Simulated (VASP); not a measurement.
# BN (Fm-3m) in VASP: settings compared

The runs below take BN through dielectric tensor, with PBE, r2SCAN.

All numbers are computed with VASP 6.6.1; they aren't measurements. Logs are shortened: lines on timing, memory, paths and dates and some standing lists are left out, and cuts for length are marked.

## (1) The cell of the first run

The structure is cubic, space group Fm-3m (No. 225). Conventional cell: a = 3.492 Å, b = 3.492 Å, c = 3.492 Å, α = 90.00°, β = 90.00°, γ = 90.00°. Within 2.3 Å of B (site symmetry m-3m) lie 6 N at 1.75 Å. N (site symmetry m-3m) has 6 B at 1.75 Å within 2.3 Å.

## (2) Dielectric tensor, PBE

INCAR reads:

```
SYSTEM = BN
PREC = Accurate ; ENCUT = 520
EDIFF = 1E-8 ; ISMEAR = 0
SIGMA = 0.01 ; LREAL = .FALSE.
LASPH = .TRUE. ; NELM = 80
ALGO = Normal ; ISIF = 2
LWAVE = .FALSE. ; LCHARG = .FALSE.
GGA = PE ; LEPSILON = .TRUE.
```

KPOINTS reads:

```
Automatic mesh
0
G
  10 10 10
  0 0 0
```

POSCAR reads:

```
BN
1.0
    0.0000000000      1.7458259068      1.7458259068
    1.7458259068      0.0000000000      1.7458259068
    1.7458259068      1.7458259068      0.0000000000
B N
1 1
Direct
    0.0000000000      0.0000000000      0.0000000000
    0.5000000000      0.5000000000      0.5000000000
```

Potentials or basis: VASP PAW PBE potentials, release 64 (B, N).

Started as:

```console
> cat potpaw_PBE.64/B/POTCAR potpaw_PBE.64/N/POTCAR > POTCAR
> mpirun -np 1 vasp_std > vasp.out
```

OUTCAR:

```text
SYSTEM = BN
   PREC = Accurate
   ENCUT = 520
   EDIFF = 1E-8
   ISMEAR = 0
   LREAL = .FALSE.
   LASPH = .TRUE.
   NELM = 80
   ISIF = 2
   GGA = PE
   LEPSILON = .TRUE.

 ion  position               nearest neighbor table
   1  0.000  0.000  0.000-   2 1.75   2 1.75   2 1.75   2 1.75   2 1.75   2 1.75
   2  0.500  0.500  0.500-   1 1.75   1 1.75   1 1.75   1 1.75   1 1.75   1 1.75

  LATTYP: Found a face centered cubic cell.
 ALAT       =     3.4916518136

  Lattice vectors:

 A1 = (   0.0000000000,   1.7458259068,   1.7458259068)
 A2 = (   1.7458259068,   0.0000000000,   1.7458259068)
 A3 = (   1.7458259068,   1.7458259068,   0.0000000000)

Analysis of symmetry for initial positions (statically):
=====================================================================
 Subroutine PRICEL returns:
 Original cell was already a primitive cell.

 Routine SETGRP: Setting up the symmetry group for a
 face centered cubic supercell.

 Subroutine GETGRP returns: Found 48 space group operations
 (whereof 48 operations were pure point group operations)
 out of a pool of 48 trial point group operations.

The static configuration has the point symmetry O_h .

Analysis of symmetry for dynamics (positions and initial velocities):
=====================================================================
 Subroutine PRICEL returns:
 Original cell was already a primitive cell.

 Routine SETGRP: Setting up the symmetry group for a
 face centered cubic supercell.

 Subroutine GETGRP returns: Found 48 space group operations
 (whereof 48 operations were pure point group operations)
 out of a pool of 48 trial point group operations.

The dynamic configuration has the point symmetry O_h .

 Subroutine INISYM returns: Found 48 space group operations
 (whereof 48 operations are pure point group operations),
 and found     1 'primitive' translations

----------------------------------------------------------------------------------------

                                     Primitive cell

  volume of cell :      10.6422

  direct lattice vectors                    reciprocal lattice vectors
     0.000000000  1.745825907  1.745825907    -0.286397400  0.286397400  0.286397400
     1.745825907  0.000000000  1.745825907     0.286397400 -0.286397400  0.286397400
     1.745825907  1.745825907  0.000000000     0.286397400  0.286397400 -0.286397400

  length of vectors
     2.468970675  2.468970675  2.468970675     0.496054847  0.496054847  0.496054847

  position of ions in fractional coordinates (direct lattice)
     0.000000000  0.000000000  0.000000000
     0.500000000  0.500000000  0.500000000

  ion indices of the primitive-cell ions
   primitive index   ion index
                 1           1
                 2           2

----------------------------------------------------------------------------------------

 KPOINTS: Automatic mesh

Automatic generation of k-mesh.
 Grid dimensions read from file:
 generate k-points for:   10   10   10

 Generating k-lattice:

  Cartesian coordinates                     Fractional coordinates (reciprocal lattice)
    -0.028639740  0.028639740  0.028639740     0.100000000  0.000000000  0.000000000
     0.028639740 -0.028639740  0.028639740     0.000000000  0.100000000  0.000000000
     0.028639740  0.028639740 -0.028639740     0.000000000  0.000000000  0.100000000

  Length of vectors
     0.049605485  0.049605485  0.049605485

[... 75 lines left out ...]
  Fermi-wavevector in a.u.,A,eV,Ry     =   1.488540  2.812933 30.147134  2.215752
  Thomas-Fermi vector in A             =   2.601562
   LORBIT       =      0    0 simple, 1 ext, 2 COOP (PROOUT), +10 PAW based schemes
   GGA     = PE    functional components
   LHFCALC =     F    Hartree Fock is set to
   AEXX    =    0.0000 exact exchange contribution
   IVDW    =     0    specifies the selected vdW correction
   LEPSILON=     T    determine dielectric tensor
   LRPA    =     F    only Hartree local field effects (RPA)
 non-spin polarized calculation
 Gauss-broadening in eV      SIGMA  =   0.01
  energy-cutoff  :      520.00
  volume of cell :       10.64
 maximum number of plane-waves:       302
   NGX =  9   NGY =  9   NGZ =  9

--------------------------------------- Ionic step        1  -------------------------------------------

 number of electron       7.9999998 magnetization

 E-fermi :  10.4293     XC(G=0): -13.7603

 val. band max:       10.3130715999   @ k =  -0.2000   0.1000   0.0000
 cond. band min:      11.6528832827   @ k =   0.5000   0.5000   0.0000
 fundamental gap:      1.3398116829
 Fermi energy:        10.4292719198

 k-point     1 :       0.0000    0.0000    0.0000
  band No.  band energies     occupation
      1     -12.1046      2.00000
      2       9.5247      2.00000
      3       9.5247      2.00000
      4       9.5247      2.00000
      5      19.6291      0.00000
      6      22.4961      0.00000
      7      22.4961      0.00000
      8      22.4961      0.00000
[... 243 lines left out ...]
 k-point    24 :       0.4000    0.3000    0.0000
  band No.  band energies     occupation
      1      -7.4360      2.00000
      2       2.6710      2.00000
      3       5.1150      2.00000
      4       5.7241      2.00000
      5      12.8965      0.00000
      6      21.0651      0.00000
      7      23.5079      0.00000
      8      23.9689      0.00000

 [... further k-points ...]

  FORCE on cell =-STRESS in cart. coord.  units (eV):
  Direction    XX          YY          ZZ          XY          YZ          ZX
  --------------------------------------------------------------------------------------
  -------------------------------------------------------------------------------------
  Total        0.2566990      0.2566990      0.2566990     -0.0000000     -0.0000000      0.0000000
  in kB       38.6457747     38.6457747     38.6457747     -0.0000000     -0.0000000      0.0000000
  external PRESSURE =      38.6457747 kB  Pullay stress =       0.0000000 kB

 VOLUME and BASIS-vectors are now :
 -----------------------------------------------------------------------------
  energy-cutoff  :      520.00
  volume of cell :       10.64
      direct lattice vectors                 reciprocal lattice vectors
     0.000000000  1.745825907  1.745825907    -0.286397400  0.286397400  0.286397400
     1.745825907  0.000000000  1.745825907     0.286397400 -0.286397400  0.286397400
     1.745825907  1.745825907  0.000000000     0.286397400  0.286397400 -0.286397400

 POSITION                                       TOTAL-FORCE (eV/Angst)
 -----------------------------------------------------------------------------------
      0.00000      0.00000      0.00000         0.000000      0.000000      0.000000
      1.74583      1.74583      1.74583        -0.000000     -0.000000      0.000000
 -----------------------------------------------------------------------------------
    total drift:                               -0.000000     -0.000000     -0.000000

  FREE ENERGIE OF THE ION-ELECTRON SYSTEM (eV)
  ---------------------------------------------------
  free  energy   TOTEN  =       -13.9440231497 eV

  energy  without entropy=      -13.9440231497  energy(sigma->0) =      -13.94402315

 HEAD OF MICROSCOPIC STATIC DIELECTRIC TENSOR (INDEPENDENT PARTICLE, excluding Hartree and local field effects)
 ------------------------------------------------------
           9.025969    -0.000000     0.000000
           0.000000     9.025969     0.000000
           0.000000    -0.000000     9.025969
 ------------------------------------------------------

 Free energy of the ion-electron system (eV)
  ---------------------------------------------------
  ---------------------------------------------------
  free energy    TOTEN  =        -0.24063993 eV

  energy without entropy =       -0.24063993

------------------------ aborting loop because EDIFF is reached ----------------------------------------

--------------------------------------- Ionic step        2  -------------------------------------------

------------------------ aborting loop because EDIFF is reached ----------------------------------------

--------------------------------------- Ionic step        3  -------------------------------------------

 Free energy of the ion-electron system (eV)
  ---------------------------------------------------
  ---------------------------------------------------
  free energy    TOTEN  =        -0.24063992 eV

  energy without entropy =       -0.24063992

------------------------ aborting loop because EDIFF is reached ----------------------------------------

 PIEZOELECTRIC TENSOR FIELD DIRECTION 3  (e Angst)
 -----------------------------------------------------------------------------
     0.00006  0.00000  0.00000           ( -0.00001  0.00000  0.00000)
     0.00000  0.00006 -0.00000           (  0.00000 -0.00001  0.00000)
     0.00000 -0.00000 -0.00042           (  0.00000  0.00000 -0.00002)

 PIEZOELECTRIC TENSOR FIELD DIRECTION 3  (C/m^2)
 -----------------------------------------------------------------------------
     0.00010  0.00000  0.00000
     0.00000  0.00010 -0.00000
     0.00000 -0.00000 -0.00063

 MACROSCOPIC STATIC DIELECTRIC TENSOR (including local field effects in DFT)
 ------------------------------------------------------
           8.703059    -0.000000     0.000000
           0.000000     8.703059    -0.000000
          -0.000000     0.000000     8.703059
 ------------------------------------------------------

 PIEZOELECTRIC TENSOR (including local field effects)  for field in x, y, z        (e  Angst)
          XX          YY          ZZ          XY          YZ          ZX
  --------------------------------------------------------------------------------
  x     0.00000     0.00000     0.00000     0.00000     0.00000     0.00000
  y     0.00000     0.00000     0.00000     0.00000     0.00000     0.00000
  z     0.00000     0.00000     0.00000     0.00000     0.00000     0.00000

 PIEZOELECTRIC TENSOR (including local field effects)  for field in x, y, z        (C/m^2)
          XX          YY          ZZ          XY          YZ          ZX
  --------------------------------------------------------------------------------
  x     0.00000     0.00000     0.00000     0.00000     0.00000     0.00000
  y     0.00000     0.00000     0.00000     0.00000     0.00000     0.00000
  z     0.00000     0.00000     0.00000     0.00000     0.00000     0.00000

 BORN EFFECTIVE CHARGES (including local field effects) (in |e|, cummulative output)
 ---------------------------------------------------------------------------------
 ion    1
    1     3.88422     0.00000     0.00000
    2     0.00000     3.88422     0.00000
    3     0.00000     0.00000     3.88422
 ion    2
    1    -3.88422     0.00000     0.00000
    2     0.00000    -3.88422     0.00000
    3     0.00000     0.00000    -3.88422
```

Wall time 34 s (1 thread of Intel Xeon Platinum 8375C at 2.90GHz (Ice Lake), shared host); peak memory 0.14 GiB.

Results:

* Band gap on the k mesh: 1.34 eV (least direct gap 5.85 eV)
* Electronic dielectric tensor (diagonal): 8.70
* Born charges (mean of the diagonal): B +3.88; N -3.88 e

Levels at points of the mesh, in eV from the valence-band top:
```csv
k point,band 2,band 3,band 4,band 5,band 6,band 7
"(0.00, 0.00, 0.00)",-0.79,-0.79,-0.79,9.32,12.18,12.18
"(0.50, 0.00, 0.00)",-12.50,-0.55,-0.55,5.30,5.30,7.36
"(0.50, 0.50, 0.00)",-11.81,-5.55,-5.55,1.34,8.92,14.74
```

Electronic dielectric tensor:
```
8.70 0.00 0.00
0.00 8.70 0.00
0.00 0.00 8.70
```

Born effective charge tensors (e):
atom 1, B
```
3.88 0.00 0.00
0.00 3.88 0.00
0.00 0.00 3.88
```
atom 2, N
```
-3.88  0.00  0.00
 0.00 -3.88  0.00
 0.00  0.00 -3.88
```

A k mesh can miss the band edges.

## (3) Dielectric tensor, r2SCAN

INCAR reads:

```
SYSTEM = BN
  ALGO = Normal
  EDIFF = 1E-8
  ENCUT = 520
  ISIF = 2
  ISMEAR = 0
  LASPH = .TRUE.
  LCALCEPS = .TRUE.
  LCHARG = .FALSE.
  LMIXTAU = .TRUE.
  LREAL = .FALSE.
  LWAVE = .FALSE.
  METAGGA = R2SCAN
  NELM = 80
  PREC = Accurate
  SIGMA = 0.01
```

KPOINTS reads:

```
k-points
0
G
  10 10 10
  0 0 0
```

POSCAR is that of step 2.

Potentials or basis: VASP PAW PBE potentials, release 64 (B, N).

Started as:

```console
> cat potpaw_PBE.64/B/POTCAR potpaw_PBE.64/N/POTCAR > POTCAR
> mpirun -np 1 vasp_std > vasp.out
```

OUTCAR:

```text
SYSTEM = BN
   EDIFF = 1E-8
   ENCUT = 520
   ISIF = 2
   ISMEAR = 0
   LASPH = .TRUE.
   LREAL = .FALSE.
   METAGGA = R2SCAN
   NELM = 80
   PREC = Accurate

 ion  position               nearest neighbor table
   1  0.000  0.000  0.000-   2 1.75   2 1.75   2 1.75   2 1.75   2 1.75   2 1.75
   2  0.500  0.500  0.500-   1 1.75   1 1.75   1 1.75   1 1.75   1 1.75   1 1.75

  LATTYP: Found a face centered cubic cell.
 ALAT       =     3.4916518136

  Lattice vectors:

 A1 = (   0.0000000000,   1.7458259068,   1.7458259068)
 A2 = (   1.7458259068,   0.0000000000,   1.7458259068)
 A3 = (   1.7458259068,   1.7458259068,   0.0000000000)

Analysis of symmetry for initial positions (statically):
=====================================================================
 Subroutine PRICEL returns:
 Original cell was already a primitive cell.

 Routine SETGRP: Setting up the symmetry group for a
 face centered cubic supercell.

[... 462 lines left out ...]
  z     0.00000     0.00000     0.00000     0.00000     0.00000     0.00000

 PIEZOELECTRIC TENSOR (including local field effects) (C/m^2)
          XX          YY          ZZ          XY          YZ          ZX
  --------------------------------------------------------------------------------
  x     0.00000     0.00000     0.00000     0.00000     0.00000     0.00000
  y     0.00000     0.00000     0.00000     0.00000     0.00000     0.00000
  z     0.00000     0.00000     0.00000     0.00000     0.00000     0.00000

 BORN EFFECTIVE CHARGES (including local field effects) (in |e|, cummulative output)
 ---------------------------------------------------------------------------------
 ion    1
    1     3.89782     0.00000     0.00000
    2    -0.00000     3.89782     0.00000
    3     0.00000     0.00000     3.89782
 ion    2
    1    -3.89782    -0.00000    -0.00000
    2     0.00000    -3.89782     0.00000
    3    -0.00000    -0.00000    -3.89782

  FORCE on cell =-STRESS in cart. coord.  units (eV):
  Direction    XX          YY          ZZ          XY          YZ          ZX
  --------------------------------------------------------------------------------------
  -------------------------------------------------------------------------------------
  Total        0.0312394      0.0312394      0.0312394     -0.0000000     -0.0000000      0.0000000
  in kB        4.7030663      4.7030663      4.7030663     -0.0000000     -0.0000000      0.0000000
  external PRESSURE =       4.7030663 kB  Pullay stress =       0.0000000 kB

 VOLUME and BASIS-vectors are now :
 -----------------------------------------------------------------------------
  energy-cutoff  :      520.00
  volume of cell :       10.64
      direct lattice vectors                 reciprocal lattice vectors
     0.000000000  1.745825907  1.745825907    -0.286397400  0.286397400  0.286397400
     1.745825907  0.000000000  1.745825907     0.286397400 -0.286397400  0.286397400
     1.745825907  1.745825907  0.000000000     0.286397400  0.286397400 -0.286397400

 POSITION                                       TOTAL-FORCE (eV/Angst)
 -----------------------------------------------------------------------------------
      0.00000      0.00000      0.00000         0.000000      0.000000      0.000000
      1.74583      1.74583      1.74583        -0.000000     -0.000000      0.000000
 -----------------------------------------------------------------------------------
    total drift:                               -0.000000     -0.000000     -0.000000

  FREE ENERGIE OF THE ION-ELECTRON SYSTEM (eV)
  ---------------------------------------------------
  free  energy   TOTEN  =       -15.4293240101 eV

  energy  without entropy=      -15.4293240101  energy(sigma->0) =      -15.42932401
```

Wall time 17 min (1 thread of Intel Xeon Platinum 8375C at 2.90GHz (Ice Lake), shared host); peak memory 0.22 GiB.

Results:

- Band gap on the k mesh: 1.47 eV (least direct gap 6.51 eV)
- Electronic dielectric tensor (diagonal): 8.06
- Born charges (mean of the diagonal): B +3.90; N -3.90 e

Electronic dielectric tensor:
```
8.06 0.00 0.00
0.00 8.06 0.00
0.00 0.00 8.06
```

Born effective charge tensors (e):
atom 1, B
```
3.90 0.00 0.00
0.00 3.90 0.00
0.00 0.00 3.90
```
atom 2, N
```
-3.90  0.00  0.00
 0.00 -3.90  0.00
 0.00  0.00 -3.90
```

Dipole moments of the cell (e·Å, modulo the quantum): ionic -8.729, -8.729, -8.729; electronic 0.000, 0.000, 0.004

Caveat: the PAW data sets were made with another functional, which shifts forces and pressure a little.
